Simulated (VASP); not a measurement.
# NaErBr4 (F-43m) in VASP: notebook

The runs below take NaErBr4 through single point, relaxation of cell and atoms, with PBE.

Everything below comes from runs of VASP 6.6.1. Logs are shortened: lines on timing, memory, paths and dates and some standing lists are left out, and cuts for length are marked.

## Step 1: The cell of the first run

It takes space group F-43m (No. 216, cubic). The conventional cell has a = 9.121 Å, b = 9.121 Å, c = 9.121 Å, α = 90.00°, β = 90.00°, γ = 90.00°. Within 5.0 Å of Na (site symmetry -43m) lie 12 Br at 3.78 Å and 4 Er at 3.95 Å. Er (site symmetry -43m) has 12 Br at 3.78 Å and 4 Na at 3.95 Å within 5.0 Å. Br (site symmetry 3m) has 6 Br at 3.21 to 3.24 Å and 3 Na at 3.78 Å and 3 Er at 3.78 Å within 4.2 Å.

The cell was generated, and may not be a known phase.

## Step 2: Single point, PBE

INCAR reads:

```
SYSTEM = NaErBr4
PREC     = Accurate       ! precision mode
ENCUT    = 500            ! plane-wave cutoff, eV
EDIFF    = 1E-6           ! SCF threshold, eV
ISMEAR   = 0              ! smearing method
SIGMA    = 0.1            ! smearing width, eV
LREAL    = .False.        ! projectors in reciprocal space
LASPH    = .True.         ! aspherical terms in the spheres
NELM     = 200            ! most SCF steps
ALGO     = Normal         ! electronic algorithm
ISIF     = 2              ! what is computed and relaxed
LWAVE    = .False.        ! write WAVECAR
LCHARG   = .True.         ! write CHGCAR
GGA      = PE             ! functional
LELF     = .True.         ! ELF
LVHAR    = .True.       
NBANDS   = 31             ! bands
GGA_COMPAT= .False.      
LMAXMIX  = 6              ! l up to which the mixer works
```

KPOINTS reads:

```
regular mesh
0
Gamma
  4 4 4
  0 0 0
```

POSCAR reads:

```
NaErBr4
1.0
    0.0000000000      4.5604449000      4.5604449000
    4.5604449000      0.0000000000      4.5604449000
    4.5604449000      4.5604449000      0.0000000000
Na Er Br
1 1 4
Direct
    0.7500000000      0.7500000000      0.7500000000
    0.0000000000      0.0000000000      0.0000000000
    0.8731060000      0.3756313300      0.3756313300
    0.3756313300      0.3756313300      0.3756313300
    0.3756313300      0.8731060000      0.3756313300
    0.3756313300      0.3756313300      0.8731060000
```

Potentials or basis: VASP PAW PBE potentials, release 64 (Na_pv, Er_3, Br), 4f in core.

Started as:

```bash
$ cat potpaw_PBE.64/Na_pv/POTCAR potpaw_PBE.64/Er_3/POTCAR potpaw_PBE.64/Br/POTCAR > POTCAR
$ mpirun -np 1 vasp_std > vasp.out
```

OUTCAR:

```text
SYSTEM = NaErBr4
   PREC = Accurate
   ENCUT = 500
   EDIFF = 1E-6
   ISMEAR = 0
   LREAL = .False.
   LASPH = .True.
   NELM = 200
   ISIF = 2
   GGA = PE

 ion  position               nearest neighbor table
   1  0.750  0.750  0.750-
   2  0.000  0.000  0.000-
   3  0.873  0.376  0.376-
   4  0.376  0.376  0.376-
   5  0.376  0.873  0.376-
   6  0.376  0.376  0.873-

  LATTYP: Found a face centered cubic cell.
 ALAT       =     9.1208898000

  Lattice vectors:

 A1 = (   0.0000000000,   4.5604449000,   4.5604449000)
 A2 = (   4.5604449000,   0.0000000000,   4.5604449000)
 A3 = (   4.5604449000,   4.5604449000,   0.0000000000)

Analysis of symmetry for initial positions (statically):
=====================================================================
 Subroutine PRICEL returns:
 Original cell was already a primitive cell.

 Routine SETGRP: Setting up the symmetry group for a
 face centered cubic supercell.

 Subroutine GETGRP returns: Found 24 space group operations
 (whereof 24 operations were pure point group operations)
 out of a pool of 48 trial point group operations.

The static configuration has the point symmetry T_d .

Analysis of symmetry for dynamics (positions and initial velocities):
=====================================================================
 Subroutine PRICEL returns:
 Original cell was already a primitive cell.

 Routine SETGRP: Setting up the symmetry group for a
 face centered cubic supercell.

 Subroutine GETGRP returns: Found 24 space group operations
 (whereof 24 operations were pure point group operations)
 out of a pool of 48 trial point group operations.

The dynamic configuration has the point symmetry T_d .

 Subroutine INISYM returns: Found 24 space group operations
 (whereof 24 operations are pure point group operations),
 and found     1 'primitive' translations

----------------------------------------------------------------------------------------

                                     Primitive cell

  volume of cell :     189.6931

  direct lattice vectors                    reciprocal lattice vectors
     0.000000000  4.560444900  4.560444900    -0.109638426  0.109638426  0.109638426
     4.560444900  0.000000000  4.560444900     0.109638426 -0.109638426  0.109638426
     4.560444900  4.560444900  0.000000000     0.109638426  0.109638426 -0.109638426

  length of vectors
     6.449443028  6.449443028  6.449443028     0.189899324  0.189899324  0.189899324

  position of ions in fractional coordinates (direct lattice)
     0.750000000  0.750000000  0.750000000
     0.000000000  0.000000000  0.000000000
     0.873106000  0.375631330  0.375631330
     0.375631330  0.375631330  0.375631330
     0.375631330  0.873106000  0.375631330
     0.375631330  0.375631330  0.873106000

  ion indices of the primitive-cell ions
   primitive index   ion index
                 1           1
                 2           2
                 3           3
                 4           4
                 5           5
                 6           6

----------------------------------------------------------------------------------------

 KPOINTS: regular mesh

Automatic generation of k-mesh.
 Grid dimensions read from file:
 generate k-points for:    4    4    4

 Generating k-lattice:

  Cartesian coordinates                     Fractional coordinates (reciprocal lattice)
    -0.027409606  0.027409606  0.027409606     0.250000000  0.000000000  0.000000000
     0.027409606 -0.027409606  0.027409606     0.000000000  0.250000000  0.000000000
     0.027409606  0.027409606 -0.027409606     0.000000000  0.000000000  0.250000000

  Length of vectors
     0.047474831  0.047474831  0.047474831

  Shift w.r.t. Gamma in fractional coordinates (k-lattice)
     0.000000000  0.000000000  0.000000000

 Subroutine IBZKPT returns following result:
 ===========================================

 Found      8 irreducible k-points:

 Following reciprocal coordinates:
            Coordinates               Weight
  0.000000  0.000000  0.000000      1.000000
  0.250000  0.000000  0.000000      8.000000
  0.500000  0.000000  0.000000      4.000000
  0.250000  0.250000  0.000000      6.000000
  0.500000  0.250000  0.000000     24.000000
 -0.250000  0.250000  0.000000     12.000000
  0.500000  0.500000  0.000000      3.000000
 -0.250000  0.500000  0.250000      6.000000
   k-points           NKPTS =      8   k-points in BZ     NKDIM =      8   number of bands    NBANDS=     31
   number of dos      NEDOS =    301   number of ions     NIONS =      6
   total plane-waves  NPLWV = 110592
   dimension x,y,z NGX =    48 NGY =   48 NGZ =   48
   dimension x,y,z NGXF=    96 NGYF=   96 NGZF=   96
   ions per type =               1   1   4
   NGX,Y,Z   is equivalent  to a cutoff of  12.37, 12.37, 12.37 a.u.
   NGXF,Y,Z  is equivalent  to a cutoff of  24.75, 24.75, 24.75 a.u.
 SYSTEM =  NaErBr4
   PREC   = accura    normal or accurate (medium, high low for compatibility)
   ISTART =      0    job   : 0-new  1-cont  2-samecut
   ICHARG =      2    charge: 1-file 2-atom 10-const
   ISPIN  =      1    spin polarized calculation?
   LNONCOLLINEAR =      F non collinear calculations
   LSORBIT =      F    spin-orbit coupling
   LASPH  =      T    aspherical Exc in radial PAW
   ENCUT  =  500.0 eV  36.75 Ry    6.06 a.u.  11.76 11.76 11.76*2*pi/ulx,y,z
   NELM   =    200;   NELMIN=  2; NELMDL= -5     # of ELM steps
   EDIFF  = 0.1E-05   stopping-criterion for ELM
   LREAL  =      F    real-space projection
   EDIFFG = 0.1E-04   stopping-criterion for IOM
   NSW    =      0    number of steps for IOM
   IBRION =     -1    ionic relax: 0-MD 1-quasi-New 2-CG
   NFREE  =      0    steps in history (QN), initial steepest desc. (CG)
   ISIF   =      2    stress and relaxation
   ISYM   =      2    0-nonsym 1-usesym 2-fastsym
   POTIM  = 0.5000    time-step for ionic-motion
   TEBEG  =    0.0;   TEEND  =   0.0 temperature during run
   PSTRESS=    0.0 pullay stress
   NELECT =      44.0000    total number of electrons
   NUPDOWN=      -1.0000    fix difference up-down
   EMIN   =  10.00;   EMAX   =-10.00  energy-range for DOS
   EFERMI =   0.00;   METHOD = LEGACY
   ISMEAR =     0;   SIGMA  =   0.10  broadening in eV -4-tet -1-fermi 0-gaus
   EFERMI_NEDOS =   21; number of points for ismear=-14 and -15
   IALGO  =     38    algorithm
   IMIX   =      4    mixing-type and parameters
     AMIX     =   0.40;   BMIX     =  1.00
     AMIX_MAG =   1.60;   BMIX_MAG =  1.00
  volume/ion in A,a.u.               =      31.62       213.35
  Fermi-wavevector in a.u.,A,eV,Ry     =   1.005870  1.900819 13.766027  1.011774
  Thomas-Fermi vector in A             =   2.138577
   LORBIT       =      0    0 simple, 1 ext, 2 COOP (PROOUT), +10 PAW based schemes
   GGA     = PE    functional components
   LHFCALC =     F    Hartree Fock is set to
   AEXX    =    0.0000 exact exchange contribution
   IVDW    =     0    specifies the selected vdW correction
   LEPSILON=     F    determine dielectric tensor
   LRPA    =     F    only Hartree local field effects (RPA)
 non-spin polarized calculation
 Gauss-broadening in eV      SIGMA  =   0.10
  energy-cutoff  :      500.00
  volume of cell :      189.69
 maximum number of plane-waves:      4909
   NGX = 23   NGY = 23   NGZ = 23

 number of electron      43.9999992 magnetization

 Free energy of the ion-electron system (eV)
  ---------------------------------------------------
  ext. energy  EPLUGINS =         0.00000000
  ---------------------------------------------------
  free energy    TOTEN  =       -13.20477237 eV

  energy without entropy =      -13.16973608  energy(sigma->0) =      -13.18725423

 E-fermi :   2.0884     XC(G=0):  -8.3110

 val. band max:        2.0304808615   @ k =   0.5000   0.0000   0.0000
 cond. band min:       2.1168217475   @ k =   0.2500   0.0000   0.0000
 fundamental gap:      0.0863408861
 Fermi energy:         2.0884014540

 k-point     1 :       0.0000    0.0000    0.0000
  band No.  band energies     occupation
      1     -25.9854      2.00000
      2     -25.9854      2.00000
      3     -25.9854      2.00000
      4     -23.4159      2.00000
      5     -23.4159      2.00000
      6     -23.4159      2.00000
[... 23 lines left out ...]
     30       5.1394      0.00000
     31       5.1394      0.00000

 k-point     2 :       0.2500    0.0000    0.0000
  band No.  band energies     occupation
      1     -25.9855      2.00000
      2     -25.9854      2.00000
      3     -25.9854      2.00000
      4     -23.4159      2.00000
      5     -23.4159      2.00000
      6     -23.4159      2.00000
[... 23 lines left out ...]
     30       5.6862      0.00000
     31       5.6862      0.00000

 k-point     3 :       0.5000    0.0000    0.0000
  band No.  band energies     occupation
      1     -25.9856      2.00000
      2     -25.9854      2.00000
      3     -25.9854      2.00000
      4     -23.4160      2.00000
      5     -23.4159      2.00000
      6     -23.4159      2.00000
[... 23 lines left out ...]
     30       6.4211      0.00000
     31       6.4332      0.00000

 k-point     4 :       0.2500    0.2500    0.0000
  band No.  band energies     occupation
      1     -25.9855      2.00000
      2     -25.9854      2.00000
      3     -25.9854      2.00000
      4     -23.4159      2.00000
      5     -23.4159      2.00000
      6     -23.4159      2.00000
[... 23 lines left out ...]
     30       5.6895      0.00000
     31       5.6895      0.00000

 k-point     5 :       0.5000    0.2500    0.0000
  band No.  band energies     occupation
      1     -25.9856      2.00000
      2     -25.9854      2.00000
      3     -25.9854      2.00000
      4     -23.4160      2.00000
      5     -23.4159      2.00000
      6     -23.4159      2.00000
[... 23 lines left out ...]
     30       5.7283      0.00000
     31       6.3912      0.00000

 k-point     6 :      -0.2500    0.2500    0.0000
  band No.  band energies     occupation
      1     -25.9855      2.00000
      2     -25.9855      2.00000
      3     -25.9854      2.00000
      4     -23.4159      2.00000
      5     -23.4159      2.00000
      6     -23.4159      2.00000
[... 23 lines left out ...]
     30       5.5966      0.00000
     31       6.3476      0.00000

 k-point     7 :       0.5000    0.5000    0.0000
  band No.  band energies     occupation
      1     -25.9856      2.00000
      2     -25.9855      2.00000
      3     -25.9855      2.00000
      4     -23.4160      2.00000
      5     -23.4159      2.00000
      6     -23.4159      2.00000
[... 23 lines left out ...]
     30       6.4038      0.00000
     31       6.4038      0.00000

 k-point     8 :      -0.2500    0.5000    0.2500
  band No.  band energies     occupation
      1     -25.9856      2.00000
      2     -25.9855      2.00000
      3     -25.9855      2.00000
      4     -23.4159      2.00000
      5     -23.4159      2.00000
      6     -23.4159      2.00000
[... 23 lines left out ...]
     30       5.4445      0.00000
     31       6.1659      0.00000

------------------------ aborting loop because EDIFF is reached ----------------------------------------

  FORCE on cell =-STRESS in cart. coord.  units (eV):
  Direction    XX          YY          ZZ          XY          YZ          ZX
  --------------------------------------------------------------------------------------
  -------------------------------------------------------------------------------------
  Total       -0.6936221     -0.6936221     -0.6936221      0.0000000      0.0000000      0.0000000
  in kB       -5.8584388     -5.8584388     -5.8584388      0.0000000      0.0000000      0.0000000
  external PRESSURE =      -5.8584388 kB  Pullay stress =       0.0000000 kB

 VOLUME and BASIS-vectors are now :
 -----------------------------------------------------------------------------
  energy-cutoff  :      500.00
  volume of cell :      189.69
      direct lattice vectors                 reciprocal lattice vectors
     0.000000000  4.560444900  4.560444900    -0.109638426  0.109638426  0.109638426
     4.560444900  0.000000000  4.560444900     0.109638426 -0.109638426  0.109638426
     4.560444900  4.560444900  0.000000000     0.109638426  0.109638426 -0.109638426

 POSITION                                       TOTAL-FORCE (eV/Angst)
 -----------------------------------------------------------------------------------
      6.84067      6.84067      6.84067         0.000000      0.000000      0.000000
      0.00000      0.00000      0.00000         0.000000      0.000000      0.000000
      3.42609      5.69480      5.69480        -0.096718      0.096718      0.096718
      3.42609      3.42609      3.42609        -0.096718     -0.096718     -0.096718
      5.69480      3.42609      5.69480         0.096718     -0.096718      0.096718
      5.69480      5.69480      3.42609         0.096718      0.096718     -0.096718
 -----------------------------------------------------------------------------------
    total drift:                                0.000059      0.000059      0.000059

  FREE ENERGIE OF THE ION-ELECTRON SYSTEM (eV)
  ---------------------------------------------------
  free  energy   TOTEN  =       -13.2047723669 eV

  energy  without entropy=      -13.1697360835  energy(sigma->0) =      -13.18725423
```

Wall time 66 s (1 thread of Intel Xeon Platinum 8488C (Sapphire Rapids), shared host); peak memory 0.32 GiB.

Results:

- Free energy: -13.2048 eV
- Pressure: -0.6 GPa
- Largest force: 0.168 eV/Å
- Band gap on the k mesh: zero (bands 22 and 23 overlap by 0.19 eV)

Forces on the atoms (eV/Å):
```
Na   0.000  0.000  0.000
Er   0.000  0.000  0.000
Br  -0.097  0.097  0.097
Br  -0.097 -0.097 -0.097
Br   0.097 -0.097  0.097
Br   0.097  0.097 -0.097
```

Levels at points of the mesh, in eV from the Fermi level:
| k point | band 20 | band 21 | band 22 | band 23 | band 24 | band 25 |
| --- | --- | --- | --- | --- | --- | --- |
| (0.00, 0.00, 0.00) | -0.87 | 0.13 | 0.13 | 0.13 | 0.62 | 0.62 |
| (0.50, 0.00, 0.00) | -0.85 | -0.11 | -0.06 | -0.06 | 0.38 | 0.84 |
| (0.50, 0.50, 0.00) | -2.30 | -0.16 | -0.16 | 0.41 | 0.56 | 0.56 |

Caveat: spin-orbit coupling is left out, which moves the levels of the heavy elements; the 4f electrons are frozen in the core, so they carry no moment and show no levels; the run has no spin polarisation, though such a crystal can be magnetic. Spin polarisation is off, so any magnetic state and its effect on volume and gap are missing.

## Step 3: Single point, PBE

This run uses another cell than the first one, of 30.96 Å³/atom.

INCAR reads:

```
PREC = Accurate
ENCUT = 500
EDIFF = 1E-6
ISMEAR = 0
SIGMA = 0.1
LREAL = False
LASPH = True
NELM = 200
ALGO = Normal
ISIF = 2
LWAVE = False
LCHARG = False
GGA = PE
NBANDS = 31
GGA_COMPAT = False
LMAXMIX = 6
```

KPOINTS reads:

```
regular mesh
0
Gamma
  8 8 8
```

POSCAR reads:

```
NaErBr4
1.0
    0.0000000000      4.5284954423      4.5284954423
    4.5284954423      0.0000000000      4.5284954423
    4.5284954423      4.5284954423      0.0000000000
Na Er Br
1 1 4
Direct
    0.7500000000      0.7500000000      0.7500000000
    0.0000000000      0.0000000000      0.0000000000
    0.8759729732      0.3746756756      0.3746756756
    0.3746756756      0.3746756756      0.3746756756
    0.3746756756      0.8759729732      0.3746756756
    0.3746756756      0.3746756756      0.8759729732
```

Potentials or basis: VASP PAW PBE potentials, release 64 (Na_pv, Er_3, Br), 4f in core.

Started as:

```bash
$ cat potpaw_PBE.64/Na_pv/POTCAR potpaw_PBE.64/Er_3/POTCAR potpaw_PBE.64/Br/POTCAR > POTCAR
$ mpirun -np 1 vasp_std > vasp.out
```

Run time: 2.9 min. Hardware: 1 thread of Intel Xeon Platinum 8488C (Sapphire Rapids), shared host; peak memory 0.4 GiB.

The run converged. Its results:

- Free energy: -13.1908 eV
- Pressure: 0.0 GPa
- Band gap on the k mesh: zero (bands 22 and 23 overlap by 0.19 eV)

Levels at points of the mesh, in eV from the Fermi level:
| k point | band 20 | band 21 | band 22 | band 23 | band 24 | band 25 |
| --- | --- | --- | --- | --- | --- | --- |
| (0.00, 0.00, 0.00) | -0.86 | 0.16 | 0.16 | 0.16 | 0.67 | 0.67 |
| (0.50, 0.00, 0.00) | -0.84 | -0.09 | -0.03 | -0.03 | 0.42 | 0.90 |
| (0.50, 0.50, 0.00) | -2.34 | -0.14 | -0.14 | 0.46 | 0.61 | 0.61 |

Caveat: spin-orbit coupling is left out, which moves the levels of the heavy elements; the 4f electrons are frozen in the core, so they carry no moment and show no levels; the run has no spin polarisation, though such a crystal can be magnetic.

(Continued in part 2 of 2.)

The gap in the log of VASP goes by the Fermi energy; the results here count the filled bands.